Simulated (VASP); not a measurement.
# Al2O3 (P-6m2) in VASP: a series of runs

The runs below take Al2O3 through single point, with PBE, revPBE, RPBE.

All numbers are computed with VASP 6.6.1; they aren't measurements. Logs are shortened: lines on timing, memory, paths and dates and some standing lists are left out, and cuts for length are marked.

## Step 1: The cell of the first run

It takes space group P-6m2 (No. 187, hexagonal). The conventional cell has a = 2.884 Å, b = 2.884 Å, c = 9.337 Å, α = 90.00°, β = 90.00°, γ = 120.00°. Al (site symmetry 3m) has 6 O at 1.80 to 2.18 Å within 2.4 Å. Within 2.4 Å of O (site symmetry 3m) lie 3 Al at 1.80 Å. O (site symmetry -6m2) has 6 Al at 2.18 Å and 12 O at 2.66 to 2.88 Å within 2.9 Å.

## Step 2: Single point, PBE

The input, INCAR:

```
ALGO = Normal
EDIFF = 1E-6
ENCUT = 600
GGA = PE
GGA_COMPAT = F
ISIF = 2
ISMEAR = 0
LASPH = T
LCHARG = F
LREAL = F
LWAVE = F
NBANDS = 20
NELM = 120
PREC = Accurate
SIGMA = 0.013000000000000001
```

The input, KPOINTS:

```
k-points
0
Gamma
  11 11 3
```

The input, POSCAR:

```
Al2O3
1.0
    2.8843249483      0.0000000000      0.0000000000
   -1.4421624742      2.4978986780      0.0000000000
    0.0000000000      0.0000000000      9.3367544600
Al O
2 3
Direct
    0.0000000000      0.0000000000      0.8500076700
    0.0000000000      0.0000000000      0.1499923300
    0.3333333333      0.6666666667      0.7776830800
    0.6666666667      0.3333333333      0.0000000000
    0.3333333333      0.6666666667      0.2223169200
```

Potentials or basis: VASP PAW PBE potentials, release 64 (Al, O).

Started as:

```sh
$ cat potpaw_PBE.64/Al/POTCAR potpaw_PBE.64/O/POTCAR > POTCAR
$ mpirun -np 1 vasp_std > vasp.out
```

OUTCAR:

```text
EDIFF = 1E-6
   ENCUT = 600
   GGA = PE
   ISIF = 2
   ISMEAR = 0
   LASPH = T
   LREAL = F
   NELM = 120
   PREC = Accurate

 ion  position               nearest neighbor table
   1  0.000  0.000  0.850-   3 1.80   3 1.80   3 1.80   4 2.18   4 2.18   4 2.18   2 2.80
   2  0.000  0.000  0.150-   5 1.80   5 1.80   5 1.80   4 2.18   4 2.18   4 2.18   1 2.80
   3  0.333  0.667  0.778-   1 1.80   1 1.80   1 1.80
   4  0.667  0.333  0.000-   1 2.18   2 2.18   1 2.18   2 2.18   1 2.18   2 2.18
   5  0.333  0.667  0.222-   2 1.80   2 1.80   2 1.80

  LATTYP: Found a hexagonal cell.
 ALAT       =     2.8843249483
 C/A-ratio  =     3.2370674689

  Lattice vectors:

 A1 = (   2.8843249483,   0.0000000000,   0.0000000000)
 A2 = (  -1.4421624742,   2.4978986780,   0.0000000000)
 A3 = (   0.0000000000,   0.0000000000,   9.3367544600)

Analysis of symmetry for initial positions (statically):
=====================================================================
 Subroutine PRICEL returns:
 Original cell was already a primitive cell.

 Routine SETGRP: Setting up the symmetry group for a
 hexagonal supercell.

 Subroutine GETGRP returns: Found 12 space group operations
 (whereof 12 operations were pure point group operations)
 out of a pool of 24 trial point group operations.

The static configuration has the point symmetry D_3h.

Analysis of symmetry for dynamics (positions and initial velocities):
=====================================================================
 Subroutine PRICEL returns:
 Original cell was already a primitive cell.

 Routine SETGRP: Setting up the symmetry group for a
 hexagonal supercell.

 Subroutine GETGRP returns: Found 12 space group operations
 (whereof 12 operations were pure point group operations)
 out of a pool of 24 trial point group operations.

The dynamic configuration has the point symmetry D_3h.

 Subroutine INISYM returns: Found 12 space group operations
 (whereof 12 operations are pure point group operations),
 and found     1 'primitive' translations

----------------------------------------------------------------------------------------

                                     Primitive cell

  volume of cell :      67.2690

[... 84 lines left out ...]
 SYSTEM =  unknown system
   PREC   = accura    normal or accurate (medium, high low for compatibility)
   ISTART =      0    job   : 0-new  1-cont  2-samecut
   ICHARG =      2    charge: 1-file 2-atom 10-const
   ISPIN  =      1    spin polarized calculation?
   LNONCOLLINEAR =      F non collinear calculations
   LSORBIT =      F    spin-orbit coupling
   LASPH  =      T    aspherical Exc in radial PAW
   ENCUT  =  600.0 eV  44.10 Ry    6.64 a.u.   5.76  5.76 18.65*2*pi/ulx,y,z
   NELM   =    120;   NELMIN=  2; NELMDL= -5     # of ELM steps
   EDIFF  = 0.1E-05   stopping-criterion for ELM
   LREAL  =      F    real-space projection
[... 7 lines left out ...]
   TEBEG  =    0.0;   TEEND  =   0.0 temperature during run
   PSTRESS=    0.0 pullay stress
   NELECT =      24.0000    total number of electrons
   NUPDOWN=      -1.0000    fix difference up-down
   EMIN   =  10.00;   EMAX   =-10.00  energy-range for DOS
   EFERMI =   0.00;   METHOD = LEGACY
   ISMEAR =     0;   SIGMA  =   0.01  broadening in eV -4-tet -1-fermi 0-gaus
   EFERMI_NEDOS =   21; number of points for ismear=-14 and -15
   IALGO  =     38    algorithm
   IMIX   =      4    mixing-type and parameters
     AMIX     =   0.40;   BMIX     =  1.00
     AMIX_MAG =   1.60;   BMIX_MAG =  1.00
  volume/ion in A,a.u.               =      13.45        90.79
  Fermi-wavevector in a.u.,A,eV,Ry     =   1.161111  2.194181 18.343074  1.348178
  Thomas-Fermi vector in A             =   2.297686
   LORBIT       =      0    0 simple, 1 ext, 2 COOP (PROOUT), +10 PAW based schemes
   GGA     = PE    functional components
   LHFCALC =     F    Hartree Fock is set to
   AEXX    =    0.0000 exact exchange contribution
   IVDW    =     0    specifies the selected vdW correction
   LEPSILON=     F    determine dielectric tensor
   LRPA    =     F    only Hartree local field effects (RPA)
 non-spin polarized calculation
 Gauss-broadening in eV      SIGMA  =   0.01
  energy-cutoff  :      600.00
  volume of cell :       67.27
 maximum number of plane-waves:      2260
 NGX is ok and might be reduce to    24
   NGX = 11   NGY = 11   NGZ = 37

 number of electron      23.9999993 magnetization

 Free energy of the ion-electron system (eV)
  ---------------------------------------------------
  ext. energy  EPLUGINS =         0.00000000
  ---------------------------------------------------
  free energy    TOTEN  =       -36.39421885 eV

  energy without entropy =      -36.39421885  energy(sigma->0) =      -36.39421885

 E-fermi :   0.9446     XC(G=0):  -8.5307

 val. band max:        0.8769020666   @ k =   0.0909   0.0909   0.0000
 cond. band min:       5.6497854836   @ k =   0.0000   0.0000   0.0000
 fundamental gap:      4.7728834171
 Fermi energy:         0.9446268708

 k-point     1 :       0.0000    0.0000    0.0000
  band No.  band energies     occupation
      1     -17.8190      2.00000
      2     -16.8030      2.00000
      3     -15.6220      2.00000
      4      -4.0802      2.00000
      5      -1.2357      2.00000
      6      -0.5979      2.00000
[... 541 lines left out ...]
     19      13.5372      0.00000
     20      14.6107      0.00000

 [... further k-points ...]

------------------------ aborting loop because EDIFF is reached ----------------------------------------

  FORCE on cell =-STRESS in cart. coord.  units (eV):
  Direction    XX          YY          ZZ          XY          YZ          ZX
  --------------------------------------------------------------------------------------
  -------------------------------------------------------------------------------------
  Total       -0.0177728     -0.0177728     -0.1147484      0.0000000      0.0000000      0.0000000
  in kB       -0.4233024     -0.4233024     -2.7330169      0.0000000      0.0000000      0.0000000
  external PRESSURE =      -1.1932072 kB  Pullay stress =       0.0000000 kB

 VOLUME and BASIS-vectors are now :
 -----------------------------------------------------------------------------
  energy-cutoff  :      600.00
  volume of cell :       67.27
      direct lattice vectors                 reciprocal lattice vectors
     2.884324948  0.000000000  0.000000000     0.346701574  0.200168247  0.000000000
    -1.442162474  2.497898678  0.000000000     0.000000000  0.400336494  0.000000000
     0.000000000  0.000000000  9.336754460     0.000000000  0.000000000  0.107103598

 POSITION                                       TOTAL-FORCE (eV/Angst)
 -----------------------------------------------------------------------------------
      0.00000      0.00000      7.93631        -0.000000     -0.000000      0.003850
      0.00000      0.00000      1.40044         0.000000      0.000000     -0.003850
     -0.00000      1.66527      7.26104         0.000000     -0.000000     -0.009948
      1.44216      0.83263      0.00000        -0.000000     -0.000000      0.000000
     -0.00000      1.66527      2.07572        -0.000000     -0.000000      0.009948
 -----------------------------------------------------------------------------------
    total drift:                                0.000000     -0.000000      0.000000

  FREE ENERGIE OF THE ION-ELECTRON SYSTEM (eV)
  ---------------------------------------------------
  free  energy   TOTEN  =       -36.3942188464 eV

  energy  without entropy=      -36.3942188464  energy(sigma->0) =      -36.39421885
```

OSZICAR:

```text
N       E                     dE             d eps       ncg     rms          rms(c)
DAV:   1     0.129826479718E+03    0.12983E+03   -0.13204E+04  1280   0.120E+03
DAV:   2    -0.314779418340E+02   -0.16130E+03   -0.15568E+03  1564   0.264E+02
DAV:   3    -0.408160551246E+02   -0.93381E+01   -0.93009E+01  1700   0.648E+01
DAV:   4    -0.409141204241E+02   -0.98065E-01   -0.98037E-01  1644   0.723E+00
DAV:   5    -0.409157253107E+02   -0.16049E-02   -0.16048E-02  1624   0.874E-01    0.128E+01
DAV:   6    -0.364426864428E+02    0.44730E+01   -0.14390E+01  1412   0.270E+01    0.453E+00
DAV:   7    -0.364276228132E+02    0.15064E-01   -0.44680E-01  1540   0.460E+00    0.252E+00
DAV:   8    -0.363995627726E+02    0.28060E-01   -0.54245E-02  1656   0.220E+00    0.842E-01
DAV:   9    -0.363939477263E+02    0.56150E-02   -0.19905E-02  1708   0.119E+00    0.192E-01
DAV:  10    -0.363941759756E+02   -0.22825E-03   -0.34602E-03  1524   0.392E-01    0.138E-01
DAV:  11    -0.363943442276E+02   -0.16825E-03   -0.31073E-03  1428   0.540E-01    0.763E-02
DAV:  12    -0.363942589392E+02    0.85288E-04   -0.51840E-04  1460   0.174E-01    0.494E-02
DAV:  13    -0.363942260218E+02    0.32917E-04   -0.24881E-04  1484   0.121E-01    0.208E-02
DAV:  14    -0.363942187350E+02    0.72868E-05   -0.25059E-05  1560   0.514E-02    0.647E-03
DAV:  15    -0.363942188464E+02   -0.11131E-06   -0.57663E-06  1496   0.174E-02
   1 F= -.36394219E+02 E0= -.36394219E+02  d E =-.224278E-15
```

stdout:

```text
POSCAR found type information on POSCAR AlO
 POSCAR found :  2 types and       5 ions
 scaLAPACK will be used
 LDA part: xc-table for (Slater+PW92), standard interpolation
 POSCAR, INCAR and KPOINTS ok, starting setup
 FFT: planning ... GRIDC
 FFT: planning ... GRID_SOFT
 FFT: planning ... GRID
 WAVECAR not read
 entering main loop
```

Wall time 18 s (1 thread of Intel Xeon 6975P-C (Granite Rapids), shared host); peak memory 0.21 GiB.

Results:

```
Free energy            : -36.3942 eV
Pressure               : -0.1 GPa
Largest force          : 0.010 eV/Å
Band gap on the k mesh : 4.77 eV (least direct gap 5.01 eV)
```

Forces in eV/Å, atoms in the order of the input:
```
Al   0.000  0.000  0.004
Al   0.000  0.000 -0.004
O    0.000  0.000 -0.010
O    0.000  0.000  0.000
O    0.000  0.000  0.010
```

Levels at points of the mesh, in eV from the valence-band top:
```
           k point  band 10  band 11  band 12  band 13  band 14  band 15
(0.00, 0.00, 0.00)    -0.53    -0.53    -0.24     4.77     7.41     7.81
```

Caveat: an odd mesh through Γ misses points on the zone boundary, where band edges can lie.

## Step 3: Single point, PBE

The input, INCAR:

```
  PREC = Accurate
  ENCUT = 600
  EDIFF = 1E-6
  ISMEAR = 0
  SIGMA = 0.014
  LREAL = F
  LASPH = T
  NELM = 120
  ALGO = Normal
  ISIF = 2
  LWAVE = F
  LCHARG = F
  GGA = PE
  NBANDS = 20
  GGA_COMPAT = F
```

The input, KPOINTS:

```
Automatic mesh
0
Gamma
  11 11 3
```

POSCAR is that of step 2.

Potentials or basis: VASP PAW PBE potentials, release 64 (Al, O).

Started as:

```sh
$ cat potpaw_PBE.64/Al/POTCAR potpaw_PBE.64/O/POTCAR > POTCAR
$ mpirun -np 1 vasp_std > vasp.out
```

Run time: 19 s. Hardware: 1 thread of Intel Xeon 6975P-C (Granite Rapids), shared host; peak memory 0.21 GiB.

It converged, with:

* Free energy: -36.3942 eV
* Pressure: -0.1 GPa
* Largest force: 0.010 eV/Å
* Band gap on the k mesh: 4.77 eV (least direct gap 5.01 eV)

Forces on the atoms (eV/Å):
```
Al   0.000  0.000  0.004
Al   0.000  0.000 -0.004
O    0.000  0.000 -0.010
O    0.000  0.000  0.000
O    0.000  0.000  0.010
```

Stress tensor (GPa, compression positive):
```
-0.04  0.00  0.00
 0.00 -0.04  0.00
 0.00  0.00 -0.27
```

Levels at points of the mesh, in eV from the valence-band top:
| k point | band 9 | band 10 | band 11 | band 12 | band 13 | band 14 | band 15 | band 16 |
| --- | --- | --- | --- | --- | --- | --- | --- | --- |
| (0.00, 0.00, 0.00) | -1.25 | -0.53 | -0.53 | -0.24 | 4.77 | 7.41 | 7.81 | 9.14 |

Caveat: an odd mesh through Γ misses points on the zone boundary, where band edges can lie.

## Step 4: Single point, revPBE

This run uses another cell than the first one, of 13.51 Å³/atom.

The input, INCAR:

```
SYSTEM = Al2O3
PREC = Accurate
ENCUT = 600
EDIFF = 1E-6
ISMEAR = -1
SIGMA = 0.05
LREAL = .False.
LASPH = .True.
NELM = 120
ALGO = Normal
ISIF = 2
LWAVE = .False.
LCHARG = .True.
GGA = RE
LELF = .True.
LVHAR = .True.
NBANDS = 20
GGA_COMPAT = .False.
```

The input, KPOINTS:

```
Automatic mesh
0
Gamma
  11 11 3
  0 0 0
```

The input, POSCAR:

```
Al2O3
1.0
    2.8983165448      0.0000000000      0.0000000000
   -1.4491582724      2.5100157560      0.0000000000
    0.0000000000      0.0000000000      9.2885858987
Al O
2 3
Direct
    0.0000000000      0.0000000000      0.8483157978
    0.0000000000      0.0000000000      0.1516842022
    0.3333333333      0.6666666667      0.7748402101
    0.6666666667      0.3333333333      0.0000000000
    0.3333333333      0.6666666667      0.2251597899
```

Started as:

```sh
$ cat potpaw_PBE.64/Al/POTCAR potpaw_PBE.64/O/POTCAR > POTCAR
$ mpirun -np 1 vasp_std > vasp.out
```

It took 20 s on 1 thread of Intel Xeon 6975P-C (Granite Rapids), shared host; peak memory 0.21 GiB.

The run converged. Its results:

```
Free energy            : -34.9179 eV
Pressure               : -0.4 GPa
Largest force          : 0.054 eV/Å
Band gap on the k mesh : 4.70 eV (least direct gap 4.91 eV)
```

Forces in eV/Å, atoms in the order of the input:
```
Al   0.000  0.000 -0.051
Al   0.000  0.000  0.051
O    0.000  0.000  0.054
O    0.000  0.000  0.000
O    0.000  0.000 -0.054
```

Stress tensor (GPa, compression positive):
```
-0.38  0.00  0.00
 0.00 -0.38  0.00
 0.00  0.00 -0.54
```

Levels at points of the mesh, in eV from the valence-band top:
```tsv
k point	band 9	band 10	band 11	band 12	band 13	band 14	band 15	band 16
(0.00, 0.00, 0.00)	-1.23	-0.51	-0.51	-0.22	4.70	7.42	7.77	9.17
```

Caveat: the PAW data sets were made with another functional, which shifts forces and pressure a little; an odd mesh through Γ misses points on the zone boundary, where band edges can lie.

(Continued in part 2 of 2.)
